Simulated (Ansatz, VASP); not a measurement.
SnTe: VASP beside Ansatz

```
Sn Te
1.0
     4.44373    0.00000    0.00000
    -2.22187    3.84838    0.00000
     0.00000    0.00000    7.86260
Sn Te
2 2
Direct
  0.00000 0.00000 0.00000
  0.00000 0.00000 0.50000
  0.33333 0.66667 0.25000
  0.66667 0.33333 0.75000
```

Alike in both runs: functional PBE; k mesh 12 × 12 × 6; occupations gaussian, width 0.01 eV; no spin polarisation.

Ansatz relaxed the structure, and its values are those at the end. VASP's run is a single point on that final structure, the one shown.

|  | VASP | Ansatz |
| --- | --- | --- |
| version | VASP 6.6.1 | Ansatz 0.2.0 |
| potentials or method | VASP PAW PBE potentials, release 64 (Sn_d, Te), cutoff 520 eV | scalar-relativistic, plane waves, PAW |
| valence electrons in the cell | 40 | 60 |

VASP gave:

| Quantity | Value |
| --- | --- |
| gap on the k mesh at the Fermi level (eV) | none |
| pressure (GPa) | -0.1 |

**Question.** Which values does Ansatz return?

**Answer.** gap on the k mesh at the Fermi level (eV): none; pressure (GPa): 0.0.

A gap of «none» marks a metal or a gap that the smearing closes. VASP's potentials hold 40 valence electrons a cell and Ansatz's 60, so a difference there can come from the potentials and not from the codes.

Neither program's run includes spin-orbit coupling.
